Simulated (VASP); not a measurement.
# Co (I4_1/amd) in VASP: further runs

Runs on Co. Level: PBEsol. Tasks: single point, relaxation of cell and atoms.

Program: VASP 6.6.1. These are calculated values, not measurements. Logs are shortened: lines on timing, memory, paths and dates and some standing lists are left out, and cuts for length are marked.

## (1) The cell of the first run

It takes space group I4_1/amd (No. 141, tetragonal). The conventional cell has a = 4.424 Å, b = 4.424 Å, c = 2.357 Å, α = 90.00°, β = 90.00°, γ = 90.00°. Co (site symmetry -4m2) has 10 Co at 2.29 to 2.83 Å within 3.0 Å.

## (2) Single point, PBEsol, collinear spin, ferromagnetic start

INCAR reads:

```
SYSTEM = Co
PREC = Accurate
ENCUT = 520
EDIFF = 1E-6
ISMEAR = 0
SIGMA = 0.1
LREAL = .FALSE.
LASPH = .TRUE.
NELM = 150
ALGO = Fast
ISIF = 2
LWAVE = .FALSE.
LCHARG = .TRUE.
ISPIN = 2
MAGMOM = 1.91 1.91
LORBIT = 11
LMAXMIX = 4
GGA = PS
LELF = .TRUE.
LVHAR = .TRUE.
NBANDS = 20
```

KPOINTS reads:

```
regular mesh
0
G
  8 8 8
  0 0 0
```

POSCAR reads:

```
Co
1.0
   -2.2121143231      2.2121143231      1.1786041090
    2.2121143231     -2.2121143231      1.1786041090
    2.2121143231      2.2121143231     -1.1786041090
Co
2
Direct
    0.0000000000      0.0000000000      0.0000000000
    0.7500000000      0.2500000000      0.5000000000
```

Potentials or basis: VASP PAW PBE potentials, release 64 (Co).

Launch:

```bash
$ cat potpaw_PBE.64/Co/POTCAR > POTCAR
$ mpirun -np 1 vasp_std > vasp.out
```

OUTCAR:

```text
SYSTEM = Co
   PREC = Accurate
   ENCUT = 520
   EDIFF = 1E-6
   ISMEAR = 0
   LREAL = .FALSE.
   LASPH = .TRUE.
   NELM = 150
   ISIF = 2
   ISPIN = 2
   LORBIT = 11
   GGA = PS

 ion  position               nearest neighbor table
   1  0.000  0.000  0.000-   2 2.29   2 2.29   2 2.29   2 2.29   2 2.83   2 2.83   2 2.83   2 2.83

   2  0.750  0.250  0.500-   1 2.29   1 2.29   1 2.29   1 2.29   1 2.83   1 2.83   1 2.83   1 2.83

  LATTYP: Found a body centered tetragonal cell.
 ALAT       =     4.4242286462
 C/A-ratio  =     0.5327952976

  Lattice vectors:

 A1 = (  -2.2121143231,   2.2121143231,   1.1786041090)
 A2 = (   2.2121143231,  -2.2121143231,   1.1786041090)
 A3 = (   2.2121143231,   2.2121143231,  -1.1786041090)

Analysis of symmetry for initial positions (statically):
=====================================================================
 Subroutine PRICEL returns:
 Original cell was already a primitive cell.

 Routine SETGRP: Setting up the symmetry group for a
 body centered tetragonal supercell.

 Subroutine GETGRP returns: Found 16 space group operations
 (whereof  8 operations were pure point group operations)
 out of a pool of 16 trial point group operations.

The static configuration has the point symmetry D_2d.
 The point group associated with its full space group is D_4h.

Analysis of symmetry for dynamics (positions and initial velocities):
=====================================================================
 Subroutine PRICEL returns:
 Original cell was already a primitive cell.

 Routine SETGRP: Setting up the symmetry group for a
 body centered tetragonal supercell.

 Subroutine GETGRP returns: Found 16 space group operations
 (whereof  8 operations were pure point group operations)
 out of a pool of 16 trial point group operations.

The dynamic configuration has the point symmetry D_2d.
 The point group associated with its full space group is D_4h.

Analysis of structural, dynamic, and magnetic symmetry:
=====================================================================
 Subroutine PRICEL returns:
 Original cell was already a primitive cell.

 Routine SETGRP: Setting up the symmetry group for a
 body centered tetragonal supercell.

 Subroutine GETGRP returns: Found 16 space group operations
 (whereof  8 operations were pure point group operations)
 out of a pool of 16 trial point group operations.

The overall configuration has the point symmetry D_2d.
 The point group associated with its full space group is D_4h.

 Subroutine INISYM returns: Found 16 space group operations
 (whereof  8 operations are pure point group operations),
 and found     1 'primitive' translations

----------------------------------------------------------------------------------------

                                     Primitive cell

  volume of cell :      23.0698

  direct lattice vectors                    reciprocal lattice vectors
    -2.212114323  2.212114323  1.178604109     0.000000000  0.226028101  0.424230661
     2.212114323 -2.212114323  1.178604109     0.226028101  0.000000000  0.424230661
     2.212114323  2.212114323 -1.178604109     0.226028101  0.226028101  0.000000000

  length of vectors
     3.343053575  3.343053575  3.343053575     0.480687379  0.480687379  0.319652006

  position of ions in fractional coordinates (direct lattice)
     0.000000000  0.000000000  0.000000000
     0.750000000  0.250000000  0.500000000

  ion indices of the primitive-cell ions
   primitive index   ion index
                 1           1
                 2           2

----------------------------------------------------------------------------------------

 KPOINTS: regular mesh

Automatic generation of k-mesh.
 Grid dimensions read from file:
 generate k-points for:    8    8    8

 Generating k-lattice:

  Cartesian coordinates                     Fractional coordinates (reciprocal lattice)
     0.000000000  0.028253513  0.053028833     0.125000000  0.000000000  0.000000000
     0.028253513  0.000000000  0.053028833     0.000000000  0.125000000  0.000000000
     0.028253513  0.028253513  0.000000000     0.000000000  0.000000000  0.125000000

  Length of vectors
     0.060085922  0.060085922  0.039956501

  Shift w.r.t. Gamma in fractional coordinates (k-lattice)
     0.000000000  0.000000000  0.000000000

 Subroutine IBZKPT returns following result:
 ===========================================

 Found     59 irreducible k-points:

 Following reciprocal coordinates:
            Coordinates               Weight
  0.000000  0.000000  0.000000      1.000000
  0.125000  0.000000  0.000000      8.000000
  0.250000  0.000000  0.000000      8.000000
  0.375000  0.000000  0.000000      8.000000
  0.500000  0.000000  0.000000      4.000000
  0.125000  0.125000  0.000000      8.000000
[... 16 lines left out ...]
  0.250000  0.125000  0.125000     16.000000
  0.375000  0.125000  0.125000      8.000000
 [... further k-points ...]
   k-points           NKPTS =     59   k-points in BZ     NKDIM =     59   number of bands    NBANDS=     20
   number of dos      NEDOS =    301   number of ions     NIONS =      2
   total plane-waves  NPLWV =  21952
   dimension x,y,z NGX =    28 NGY =   28 NGZ =   28
   dimension x,y,z NGXF=    56 NGYF=   56 NGZF=   56
   ions per type =               2
   NGX,Y,Z   is equivalent  to a cutoff of  13.92, 13.92, 13.92 a.u.
   NGXF,Y,Z  is equivalent  to a cutoff of  27.85, 27.85, 27.85 a.u.
 SYSTEM =  Co
   PREC   = accura    normal or accurate (medium, high low for compatibility)
   ISTART =      0    job   : 0-new  1-cont  2-samecut
   ICHARG =      2    charge: 1-file 2-atom 10-const
   ISPIN  =      2    spin polarized calculation?
   LNONCOLLINEAR =      F non collinear calculations
   LSORBIT =      F    spin-orbit coupling
   LASPH  =      T    aspherical Exc in radial PAW
   ENCUT  =  520.0 eV  38.22 Ry    6.18 a.u.   6.22  6.22  6.22*2*pi/ulx,y,z
   NELM   =    150;   NELMIN=  2; NELMDL= -5     # of ELM steps
   EDIFF  = 0.1E-05   stopping-criterion for ELM
   LREAL  =      F    real-space projection
   EDIFFG = 0.1E-04   stopping-criterion for IOM
   NSW    =      0    number of steps for IOM
   IBRION =     -1    ionic relax: 0-MD 1-quasi-New 2-CG
   NFREE  =      0    steps in history (QN), initial steepest desc. (CG)
   ISIF   =      2    stress and relaxation
   ISYM   =      2    0-nonsym 1-usesym 2-fastsym
   POTIM  = 0.5000    time-step for ionic-motion
   TEBEG  =    0.0;   TEEND  =   0.0 temperature during run
   PSTRESS=    0.0 pullay stress
   NELECT =      18.0000    total number of electrons
   NUPDOWN=      -1.0000    fix difference up-down
   EMIN   =  10.00;   EMAX   =-10.00  energy-range for DOS
   EFERMI =   0.00;   METHOD = LEGACY
   ISMEAR =     0;   SIGMA  =   0.10  broadening in eV -4-tet -1-fermi 0-gaus
   EFERMI_NEDOS =   21; number of points for ismear=-14 and -15
   IALGO  =     68    algorithm
   IMIX   =      4    mixing-type and parameters
     AMIX     =   0.40;   BMIX     =  1.00
     AMIX_MAG =   1.60;   BMIX_MAG =  1.00
  volume/ion in A,a.u.               =      11.53        77.84
  Fermi-wavevector in a.u.,A,eV,Ry     =   1.507132  2.848067 30.904913  2.271447
  Thomas-Fermi vector in A             =   2.617758
   LORBIT       =     11    0 simple, 1 ext, 2 COOP (PROOUT), +10 PAW based schemes
   GGA     = PS    functional components
   LHFCALC =     F    Hartree Fock is set to
   AEXX    =    0.0000 exact exchange contribution
   IVDW    =     0    specifies the selected vdW correction
   LEPSILON=     F    determine dielectric tensor
   LRPA    =     F    only Hartree local field effects (RPA)
 spin polarized calculation
 RMM-DIIS sequential band-by-band and
 Gauss-broadening in eV      SIGMA  =   0.10
  energy-cutoff  :      520.00
  volume of cell :       23.07
 maximum number of plane-waves:       637
 NGX is ok and might be reduce to    28
   NGX = 13   NGY = 13   NGZ = 13

 number of electron      17.9999995 magnetization       3.5225990

 Free energy of the ion-electron system (eV)
  ---------------------------------------------------
  ext. energy  EPLUGINS =         0.00000000
  ---------------------------------------------------
  free energy    TOTEN  =       -14.31050195 eV

  energy without entropy =      -14.29868116  energy(sigma->0) =      -14.30459155

 E-fermi :   9.4996     XC(G=0): -13.1608

 val. band max:        9.4871605464   @ k =  -0.2500   0.1250   0.0000
 cond. band min:       9.5418577558   @ k =  -0.3750  -0.3750   0.1250
 fundamental gap:      0.0546972094
 Fermi energy:         9.4995677719

 spin component 1

 k-point     1 :       0.0000    0.0000    0.0000
  band No.  band energies     occupation
      1       0.6474      1.00000
      2       4.1726      1.00000
      3       5.2670      1.00000
      4       5.5295      1.00000
      5       5.9237      1.00000
      6       7.8397      1.00000
[... 12 lines left out ...]
     19      35.7157      0.00000
     20      35.8346      0.00000

 k-point     2 :       0.1250    0.0000    0.0000
  band No.  band energies     occupation
      1       1.2308      1.00000
      2       4.3948      1.00000
      3       5.3157      1.00000
      4       5.9364      1.00000
      5       6.1433      1.00000
      6       7.2053      1.00000
[... 12 lines left out ...]
     19      31.6249      0.00000
     20      32.2439      0.00000

 k-point     3 :       0.2500    0.0000    0.0000
  band No.  band energies     occupation
      1       2.7990      1.00000
      2       4.8770      1.00000
      3       5.4792      1.00000
      4       6.0948      1.00000
      5       6.3879      1.00000
      6       6.7402      1.00000
[... 12 lines left out ...]
     19      28.8494      0.00000
     20      31.7057      0.00000

 k-point     4 :       0.3750    0.0000    0.0000
  band No.  band energies     occupation
      1       4.3218      1.00000
      2       4.8758      1.00000
      3       5.4460      1.00000
      4       6.0408      1.00000
      5       6.4319      1.00000
      6       7.0213      1.00000
[... 429 lines left out ...]
 k-point    23 :       0.2500    0.1250    0.1250
  band No.  band energies     occupation
      1       4.4827      1.00000
      2       4.7700      1.00000
      3       5.4866      1.00000
      4       6.0032      1.00000
      5       6.3671      1.00000
      6       6.9712      1.00000
[... 12 lines left out ...]
     19      29.9455      0.00000
     20      31.6972      0.00000

 k-point    24 :       0.3750    0.1250    0.1250
  band No.  band energies     occupation
      1       4.6628      1.00000
      2       4.7046      1.00000
      3       5.3211      1.00000
      4       6.0704      1.00000
      5       6.3584      1.00000
      6       7.2223      1.00000
[... 12 lines left out ...]
     19      31.1675      0.00000
     20      31.2760      0.00000

 [... further k-points ...]

 spin component 2

 k-point     1 :       0.0000    0.0000    0.0000
  band No.  band energies     occupation
      1       0.8191      1.00000
      2       5.5395      1.00000
      3       6.6332      1.00000
      4       6.9032      1.00000
      5       7.4388      1.00000
      6       9.8028      0.00001
[... 12 lines left out ...]
     19      35.9448      0.00000
     20      35.9711      0.00000

 k-point     2 :       0.1250    0.0000    0.0000
  band No.  band energies     occupation
      1       1.4050      1.00000
      2       5.7861      1.00000
      3       6.6810      1.00000
      4       7.3477      1.00000
      5       7.6673      1.00000
      6       9.0219      1.00000
[... 12 lines left out ...]
     19      32.0000      0.00000
     20      32.7528      0.00000

 k-point     3 :       0.2500    0.0000    0.0000
  band No.  band energies     occupation
      1       3.0205      1.00000
      2       6.3063      1.00000
      3       6.8878      1.00000
      4       7.5231      1.00000
      5       8.0824      1.00000
      6       8.3283      1.00000
[... 12 lines left out ...]
     19      29.3647      0.00000
     20      32.2699      0.00000

 k-point     4 :       0.3750    0.0000    0.0000
  band No.  band energies     occupation
      1       4.9773      1.00000
      2       6.2704      1.00000
      3       6.7903      1.00000
      4       7.4712      1.00000
      5       8.2107      1.00000
      6       8.2854      1.00000
[... 429 lines left out ...]
 k-point    23 :       0.2500    0.1250    0.1250
  band No.  band energies     occupation
      1       5.2255      1.00000
      2       6.1103      1.00000
      3       6.8548      1.00000
      4       7.4796      1.00000
      5       7.8648      1.00000
      6       8.7047      1.00000
[... 12 lines left out ...]
     19      30.3780      0.00000
     20      32.0270      0.00000

 k-point    24 :       0.3750    0.1250    0.1250
  band No.  band energies     occupation
      1       5.8769      1.00000
      2       6.0184      1.00000
      3       6.6677      1.00000
      4       7.4952      1.00000
      5       7.8148      1.00000
      6       9.1006      1.00000
[... 12 lines left out ...]
     19      31.4485      0.00000
     20      31.7245      0.00000

 [... further k-points ...]
[... 5 lines left out ...]
  --------------------------------------------------------------------------------------
  -------------------------------------------------------------------------------------
  Total       -0.1295495     -0.1295495     -0.1361654      0.0000000     -0.0000000      0.0000000
  in kB       -8.9971136     -8.9971136     -9.4565829      0.0000000     -0.0000000      0.0000000
  external PRESSURE =      -9.1502701 kB  Pullay stress =       0.0000000 kB

 VOLUME and BASIS-vectors are now :
 -----------------------------------------------------------------------------
  energy-cutoff  :      520.00
  volume of cell :       23.07
      direct lattice vectors                 reciprocal lattice vectors
    -2.212114323  2.212114323  1.178604109     0.000000000  0.226028101  0.424230661
     2.212114323 -2.212114323  1.178604109     0.226028101  0.000000000  0.424230661
     2.212114323  2.212114323 -1.178604109     0.226028101  0.226028101  0.000000000

 POSITION                                       TOTAL-FORCE (eV/Angst)
 -----------------------------------------------------------------------------------
      0.00000      0.00000      0.00000         0.000000      0.000000     -0.000000
      0.00000      2.21211      0.58930        -0.000000     -0.000000      0.000000
 -----------------------------------------------------------------------------------
    total drift:                               -0.000000      0.000000      0.000000

  FREE ENERGIE OF THE ION-ELECTRON SYSTEM (eV)
  ---------------------------------------------------
  free  energy   TOTEN  =       -14.3105019488 eV

  energy  without entropy=      -14.2986811610  energy(sigma->0) =      -14.30459155

 total charge

# of ion       s       p       d       tot
------------------------------------------
    1        0.507   0.479   7.292   8.277
    2        0.507   0.479   7.292   8.277
--------------------------------------------------
tot          1.013   0.957  14.584  16.554

 magnetization (x)

# of ion       s       p       d       tot
------------------------------------------
    1       -0.002  -0.018   1.781   1.761
    2       -0.002  -0.018   1.781   1.761
--------------------------------------------------
tot         -0.003  -0.036   3.561   3.522
```

It took 62 s on 1 thread of Intel Xeon 6975P-C (Granite Rapids), shared host; peak memory 0.19 GiB.

Results:

* Free energy: -14.3105 eV
* Pressure: -0.9 GPa
* Net moment: 3.52 μB per cell
* Site moments: Co +1.76 μB
* Valence electrons inside the program's atomic spheres: Co 8.28

Caveat: the k points lie up to 0.38 Å⁻¹ apart; the PAW data sets were made with another functional, which shifts forces and pressure a little.

## (3) Relaxation of cell and atoms, PBEsol, collinear spin, ferromagnetic start

This run uses another cell than the first one, of 11.13 Å³/atom, 0.965 times its volume.

INCAR reads:

```
SYSTEM = Co
PREC     = Accurate       ! precision mode
ENCUT    = 600            ! plane-wave cutoff, eV
EDIFF    = 1E-6           ! SCF threshold, eV
ISMEAR   = 0              ! smearing method
SIGMA    = 0.1            ! smearing width, eV
LREAL    = .FALSE.        ! projectors in reciprocal space
LASPH    = .TRUE.         ! aspherical terms in the spheres
NELM     = 150            ! most SCF steps
ALGO     = Normal         ! electronic algorithm
ISIF     = 3              ! what is computed and relaxed
LWAVE    = .FALSE.        ! write WAVECAR
LCHARG   = .FALSE.        ! write CHGCAR
ISPIN    = 2              ! spin polarisation
MAGMOM   = 1.91 1.91      ! initial moments
LORBIT   = 11             ! projections on sites
LMAXMIX  = 4              ! l up to which the mixer works
GGA      = PS             ! functional
IBRION   = 2              ! ionic algorithm
NSW      = 90             ! ionic steps
EDIFFG   = -0.04          ! ionic threshold
```

KPOINTS is that of step 2.

POSCAR reads:

```
Co
1.0
   -2.1687425347      2.1687425347      1.1830890865
    2.1687425347     -2.1687425347      1.1830890865
    2.1687425347      2.1687425347     -1.1830890865
Co
2
Direct
    0.0000000000      0.0000000000      0.0000000000
    0.7500000000      0.2500000000      0.5000000000
```

Potentials or basis: VASP PAW PBE potentials, release 64 (Co).

Launch:

```bash
$ cat potpaw_PBE.64/Co/POTCAR > POTCAR
$ mpirun -np 1 vasp_std > vasp.out
```

It took 1.7 min on 1 thread of Intel Xeon 6975P-C (Granite Rapids), shared host; peak memory 0.19 GiB.

Results (log left out):

```
Free energy                                           : -14.3100 eV
Relaxed volume                                        : 11.47 Å³/atom
Relaxed cell                                          : a = 3.337 Å, b = 3.337 Å, c = 3.337 Å, α = 97.15°, β = 97.15°, γ = 138.70°
Space group after relaxing (to 0.05 Å)                : I4_1/amd (No. 141)
Energy gained by relaxing                             : 9.9 meV/atom
Ionic steps                                           : 4
Pressure after relaxing                               : 0.0 GPa
Net moment                                            : 3.51 μB per cell
Site moments                                          : Co +1.76 μB
Valence electrons inside the program's atomic spheres : Co 8.29
```

Stress tensor (GPa, compression positive):
```
 0.01  0.00  0.00
 0.00  0.01  0.00
 0.00  0.00 -0.07
```

The path:
| step | energy change (eV) | largest force (eV/Å) | pressure (GPa) | volume (Å³) |
| --- | --- | --- | --- | --- |
| 1 | 0.0000 | 0.0000 | 6.10 | 22.26 |
| 2 | -0.0076 | 0.0000 | -5.37 | 23.65 |
| 3 | -0.0179 | 0.0000 | -0.70 | 23.03 |
| 4 | -0.0198 | 0.0000 | -0.01 | 22.95 |

Final structure:
```
Co
1.0
    -2.20784    2.20784    1.17688
     2.20784   -2.20784    1.17688
     2.20784    2.20784   -1.17688
Co
2
Cartesian
  0.0000 4.4157 0.0000
  0.0000 2.2078 0.5884
```

Levels at points of the mesh, in eV from the Fermi level:
Spin up:
| k point | band 7 | band 8 | band 9 | band 10 | band 11 | band 12 | band 13 | band 14 | band 15 |
| --- | --- | --- | --- | --- | --- | --- | --- | --- | --- |
| (0.00, 0.00, 0.00) | -1.66 | -1.62 | -1.62 | -0.90 | -0.03 | 5.89 | 5.89 | 12.13 | 13.58 |
| (0.50, 0.00, 0.00) | -1.70 | -1.64 | -0.94 | -0.82 | 1.20 | 4.61 | 7.84 | 8.27 | 12.31 |
| (0.50, 0.50, 0.00) | -1.92 | -1.92 | -1.24 | -1.24 | -1.03 | -1.03 | 12.06 | 12.06 | 14.61 |
| (0.50, 0.50, 0.50) | -1.55 | -1.55 | -1.49 | -1.49 | -1.34 | -1.34 | 4.42 | 4.42 | 20.50 |
Spin down:
```tsv
k point	band 5	band 6	band 7	band 8	band 9	band 10
(0.00, 0.00, 0.00)	-2.07	0.30	0.30	0.34	0.34	1.30
(0.50, 0.00, 0.00)	-0.80	-0.76	-0.75	0.41	0.83	0.86
(0.50, 0.50, 0.00)	-1.62	-1.62	-0.12	-0.12	0.72	0.72
(0.50, 0.50, 0.50)	-1.27	-1.27	-0.08	-0.08	0.46	0.46
```

Caveat: the k points lie up to 0.38 Å⁻¹ apart in the final cell; the PAW data sets were made with another functional, which shifts forces and pressure a little.
